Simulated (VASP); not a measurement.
## PbSe: electric field gradients with PBE

PbSe:

```
CELL_PARAMETERS angstrom
0.00000 2.97029 3.06215
2.97029 0.00000 3.06215
2.97029 2.97029 0.00000
ATOMIC_POSITIONS crystal
Pb 0.00000 0.00000 0.00000
Se 0.50000 0.50000 0.50000
```

This cell differs from its parent crystal: equal xx and yy strain of -3 %.

| Property | Result |
| --- | --- |
| Program | VASP 6.6.1 |
| Task | electric field gradients |
| Functional | PBE |
| Potentials or basis | VASP PAW PBE potentials, release 64 (Pb_d, Se) |
| Cutoff | 520 eV |
| k mesh | 9 × 9 × 9 |
| Occupations | fermi-dirac, width 0.01 eV |
| Spin | no spin polarisation |
| Dipole correction | no |
| Further INCAR settings | ALGO = Normal; EDIFF = 1e-08; NBANDS = 17 |

- Pressure: 6.4 GPa
- Band gap on the k mesh: 0.62 eV
- Largest electric field gradient by atom: Pb +97.6; Se +8.6 V/Å²

Stress tensor (GPa, compression positive):
```
8.01 0.00 0.00
0.00 8.01 0.00
0.00 0.00 3.18
```

Levels at points of the mesh, in eV from the valence-band top:
```
           k point  band 6  band 7  band 8  band 9  band 10  band 11  band 12  band 13  band 14  band 15
(0.00, 0.00, 0.00)  -13.94   -6.01   -2.07   -2.07    -1.80     4.55     5.28     5.28     6.44     6.63
```

Electric field gradients, principal values (V/Å²):
```csv
atom,least,middle,greatest (by size)
1 Pb,-48.795,-48.798,97.592
2 Se,-4.290,-4.290,8.580
```

Wall time 2.2 min on 1 thread of AMD EPYC 7R13 (shared host), peak memory 0.19 GiB.

Caveat: the cell differs from its parent crystal (equal xx and yy strain of -3 %); the cell stands under pressure; without QUAD_EFG the Cq values of the log hold for a quadrupole moment of 1 mb, not for the nuclei; spin-orbit coupling is left out, which moves the levels of the heavy elements. A k mesh can miss the band edges.
